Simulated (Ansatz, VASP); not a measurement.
## CdO in VASP and in Ansatz

File INCAR:

```
SYSTEM = CdO
ALGO = Normal
EDIFF = 1E-6
ENCUT = 600
GGA = PE
GGA_COMPAT = .False.
ISIF = 2
ISMEAR = 0
LASPH = .True.
LCHARG = .False.
LREAL = .False.
LWAVE = .False.
NBANDS = 16
NELM = 120
PREC = Accurate
SIGMA = 0.1
```

File KPOINTS:

```
k-points
0
Gamma
  6 6 6
  0 0 0
```

The input POSCAR:

```
CdO
1.0
    0.0000000000      2.3609930000      2.3609930000
    2.3609930000      0.0000000000      2.3609930000
    2.3609930000      2.3609930000      0.0000000000
Cd O
1 1
Direct
    0.0000000000      0.0000000000      0.0000000000
    0.5000000000      0.5000000000      0.5000000000
```

Input for Ansatz:

```yaml
crystal:
  lattice:
    - [0.0, 2.360993, 2.360993]
    - [2.360993, 0.0, 2.360993]
    - [2.360993, 2.360993, 0.0]
  atoms:
    - { symbol: Cd, position: [0.0, 0.0, 0.0] }
    - { symbol: O, position: [0.5, 0.5, 0.5] }
basis:
  ecutwfc: 420
kpoints:
  mp_grid: { grid: [6, 6, 6] }
hamiltonian:
  xc: pbe
scf:
  occupations: { method: gaussian, width: 0.1 }
output:
  forces: true
  stress: true
  eigenvalues: true
```

Alike in both runs: task single point; functional PBE; k mesh 6 × 6 × 6; occupations gaussian, width 0.1 eV; no spin polarisation.

|  | VASP | Ansatz |
| --- | --- | --- |
| version | VASP 6.6.1 | Ansatz 0.2.0 |
| potentials or method | VASP PAW PBE potentials, release 64 (Cd, O), cutoff 600 eV | scalar-relativistic, plane waves, PAW |
| valence electrons in the cell | 18 | 26 |

VASP gave:

| Property | Result |
| --- | --- |
| gap on the k mesh at the Fermi level (eV) | none |
| pressure (GPa) | 5.1 |

Q: What did Ansatz give for the same quantities?

A: gap on the k mesh at the Fermi level (eV): none; pressure (GPa): 3.9.

A gap of «none» marks a metal or a gap that the smearing closes. The functional is the same, so the differences come from potentials, cutoffs and numerics. VASP's potentials hold 18 valence electrons a cell and Ansatz's 26, so a difference there can come from the potentials and not from the codes.

The k mesh is coarse, so the values compare programs but aren't converged.
